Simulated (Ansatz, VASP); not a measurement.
# C in VASP and in Ansatz

The input INCAR:

```
ALGO = Normal ; EDIFF = 1E-6
ENCUT = 520 ; GGA = PS
ISIF = 2 ; ISMEAR = 0
LASPH = T ; LCHARG = F
LREAL = F ; LWAVE = F
NBANDS = 31 ; NELM = 80
PREC = Accurate ; SIGMA = 0.05
```

KPOINTS

```
k-points
0
Gamma
  11 7 3
```

Contents of POSCAR:

```
C
1.0
   -2.1294220588     -1.2294315772      0.0088643343
    1.3950280734      0.0000000000     -3.6324024213
    3.2187197207     -9.6305473545      3.6131963636
C
10
Direct
    0.7777558694      0.1666290038      0.0666694635
    0.2110892027      0.3666290038      0.2666694635
   -0.3555774640      0.5666290038      0.4666694635
    0.0777558693      0.7666290038      0.6666694635
   -0.4889107973      0.9666290038      0.8666694635
   -0.0110892027      0.0333709962      0.9333305365
    0.2555774640      0.2333709962      0.1333305365
    0.6889107973      0.4333709962      0.3333305365
    0.1222441306      0.6333709962      0.5333305365
   -0.4444225360      0.8333709962      0.7333305365
```

Input for Ansatz:

```yaml
crystal:
  lattice:
    - [-2.1294220588, -1.2294315772, 0.0088643343]
    - [1.3950280734, 0.0, -3.6324024213]
    - [3.2187197207, -9.6305473545, 3.6131963636]
  atoms:
    - { symbol: C, position: [0.7777558694, 0.1666290038, 0.0666694635] }
    - { symbol: C, position: [0.2110892027, 0.3666290038, 0.2666694635] }
    - { symbol: C, position: [-0.355577464, 0.5666290038, 0.4666694635] }
    - { symbol: C, position: [0.0777558693, 0.7666290038, 0.6666694635] }
    - { symbol: C, position: [-0.4889107973, 0.9666290038, 0.8666694635] }
    - { symbol: C, position: [-0.0110892027, 0.0333709962, 0.9333305365] }
    - { symbol: C, position: [0.255577464, 0.2333709962, 0.1333305365] }
    - { symbol: C, position: [0.6889107973, 0.4333709962, 0.3333305365] }
    - { symbol: C, position: [0.1222441306, 0.6333709962, 0.5333305365] }
    - { symbol: C, position: [-0.444422536, 0.8333709962, 0.7333305365] }
basis:
  ecutwfc: 420
kpoints:
  mp_grid: { grid: [11, 7, 3] }
hamiltonian:
  xc: pbesol
scf:
  occupations: { method: gaussian, width: 0.05 }
output:
  forces: true
  stress: true
  eigenvalues: true
  write_density: true
  write_potential: true
  elf: true
  volumetric_format: npy
```

Alike in both runs: task single point; functional PBEsol; k mesh 11 × 7 × 3; occupations gaussian, width 0.05 eV; no spin polarisation.

|  | VASP | Ansatz |
| --- | --- | --- |
| version | VASP 6.6.1 | Ansatz 0.2.0 |
| potentials or method | VASP PAW PBE potentials, release 64 (C), cutoff 520 eV | scalar-relativistic, plane waves, PAW |
| valence electrons in the cell | 40 | 40 |

VASP gave:

```
gap on the k mesh at the Fermi level (eV)                     : 0.32
least direct gap on the mesh (eV)                             : 0.32
pressure (GPa)                                                : 0.3
traceless stress, the component that is largest in VASP (GPa) : 12.64
rms of the force components (eV/Å)                            : 1.130
```

Question: Estimate Ansatz's values.

Answer: gap on the k mesh at the Fermi level (eV): 0.32; least direct gap on the mesh (eV): 0.32; pressure (GPa): -0.3; traceless stress, the component that is largest in VASP (GPa): 12.31; rms of the force components (eV/Å): 1.134.

VASP's potentials were made for PBE, not for PBEsol. Atom by atom the forces differ by 0.006 eV/Å (rms over components). With one functional, cell and mesh, what is left measures potentials, basis and numerics.
